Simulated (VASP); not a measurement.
W, 4 atoms in the cell. It takes space group Fmmm (No. 69, orthorhombic). The conventional cell has a = 3.195 Å, b = 4.518 Å, c = 18.071 Å, α = 90.00°, β = 90.00°, γ = 90.00°. W (site symmetry mm2) has 7 W at 2.26 to 2.77 Å within 3.0 Å. Within 3.6 Å of W (site symmetry mm2) lie 14 W at 2.77 to 3.19 Å.  This cell differs from its parent crystal: the part above a cut slid along it.

* Program: VASP 6.6.1
* Task: single point
* Functional: PBE
* Potentials or basis: VASP PAW PBE potentials, release 64 (W_sv)
* Cutoff: 520 eV
* k mesh: 18 × 18 × 5
* Occupations: gaussian, width 0.15 eV
* Spin: no spin polarisation
* Dipole correction: no
* Further INCAR settings: ALGO = Fast; EDIFF = 1e-06; NBANDS = 36; ISYM = 0

Potentials or basis: VASP PAW PBE potentials, release 64 (W_sv).

The run is started by

```sh
$ cat potpaw_PBE.64/W_sv/POTCAR > POTCAR
$ mpirun -np 1 vasp_std > vasp.out
```

Hardware: 1 thread of Oxide Virtual Turin-like Processor, with other jobs on the host.

Estimate the wall time of this run.

Run time: 37 min on 1 thread of Oxide Virtual Turin-like Processor (shared host), peak memory 1.2 GiB. Counts: scf iterations 15, k points 812.
